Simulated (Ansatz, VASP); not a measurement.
GaGeO4: VASP beside Ansatz

```
Ga Ge O
1.0
     5.55951    0.00000    0.00000
    -2.77976    4.81468    0.00000
     0.00000    0.00000    2.71705
Ga Ge O
1 1 4
Direct
  0.00000 0.00000 0.00000
  0.33333 0.66667 0.00000
  0.66667 0.33333 0.00000
  0.47957 0.95914 0.50000
  0.04086 0.52043 0.50000
  0.47957 0.52043 0.50000
```

Change from the starting cell: species swapped into the PrMnNi4 type (P-6m2, No. 187).

Alike in both runs: functional PBE; k mesh 12 × 12 × 14; occupations gaussian, width 0.1 eV; no spin polarisation.

Ansatz relaxed the structure, and its values are those at the end. VASP's run is a single point on that final structure, the one shown.

|  | VASP | Ansatz |
| --- | --- | --- |
| version | VASP 6.6.1 | Ansatz 0.2.0 |
| potentials or method | VASP PAW PBE potentials, release 64 (Ga_d, Ge_d, O), cutoff 520 eV | scalar-relativistic, plane waves, PAW |
| valence electrons in the cell | 51 | 51 |

```tsv
	VASP	Ansatz	Ansatz less VASP
gap on the k mesh at the Fermi level (eV)	none	none	-
pressure (GPa)	0.2	0.0	-0.19
rms of the force components (eV/Å)	0.024	0.003	-0.0211
```

A gap of «none» marks a metal or a gap that the smearing closes.
